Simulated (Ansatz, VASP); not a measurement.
**Te2As: VASP beside Ansatz**

```
CELL_PARAMETERS angstrom
4.24963 0.00000 0.00000
0.00000 4.24963 0.00000
0.00000 0.00000 9.82101
ATOMIC_POSITIONS crystal
Te 0.50000 0.00000 0.64263
Te 0.00000 0.50000 0.35736
Te 0.50000 0.00000 0.03220
Te 0.00000 0.50000 0.96780
As 0.50000 0.00000 0.36330
As 0.00000 0.50000 0.63670
```

Change from the starting cell: relaxed end of: species swapped into the Ta2Se type (P4/nmm, No. 129).

Alike in both runs: task relaxation of cell and atoms; functional PBE; k mesh 10 × 10 × 4; occupations gaussian, width 0.1 eV; no spin polarisation.

```csv
,VASP,Ansatz
version,VASP 6.6.1,Ansatz 0.2.0
potentials or method,"VASP PAW PBE potentials, release 64 (Te, As), cutoff 600 eV","scalar-relativistic, plane waves, PAW"
valence electrons in the cell,34,94
```

```csv
,VASP,Ansatz,Ansatz less VASP
"gap on the k mesh at the Fermi level, each at its own relaxed structure (eV)",none,none,-
relaxed volume (Å³/atom),29.56,29.56,0.000
relaxed length of the cell vector where the two differ most in proportion (Å),4.250,4.250,0.0000
```

A gap of «none» marks a metal or a gap that the smearing closes. VASP's potentials hold 34 valence electrons a cell and Ansatz's 94, so a difference there can come from the potentials and not from the codes.

Neither program's run includes spin-orbit coupling. Noted on VASP's run: the relaxation stopped at its first step, so nothing moved; too few bands were computed for a metal, which touches its energy and stress.
